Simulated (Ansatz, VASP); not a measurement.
## Al4FeCo3 in VASP and in Ansatz

```
Al Fe Co
1.0
     5.70847    0.00000    0.00000
     0.00000    5.70847    0.00000
     0.00000    0.00000    2.85748
Al Fe Co
4 1 3
Cartesian
  4.2671 4.2671 0.0000
  4.2671 1.4414 0.0000
  1.4414 4.2671 0.0000
  1.4414 1.4414 0.0000
  2.8542 2.8542 1.4287
  2.8542 0.0000 1.4287
  0.0000 2.8542 1.4287
  0.0000 0.0000 1.4287
```

Alike in both runs: functional PBE; k mesh 8 × 8 × 14; occupations gaussian, width 0.1 eV; no spin polarisation.

Ansatz relaxed the structure, and its values are those at the end. VASP's run is a single point on that final structure, the one shown.

```csv
,VASP,Ansatz
version,VASP 6.6.1,Ansatz 0.2.0
potentials or method,"VASP PAW PBE potentials, release 64 (Al, Fe, Co), cutoff 520 eV","scalar-relativistic, plane waves, PAW"
valence electrons in the cell,47,79
```

```tsv
	VASP	Ansatz	Ansatz less VASP
gap on the k mesh at the Fermi level (eV)	none	none	-
pressure (GPa)	-0.1	0.0	+0.09
```

A gap of «none» marks a metal or a gap that the smearing closes. The functional is the same, so the differences come from potentials, cutoffs and numerics. VASP's potentials hold 47 valence electrons a cell and Ansatz's 79, so a difference there can come from the potentials and not from the codes.
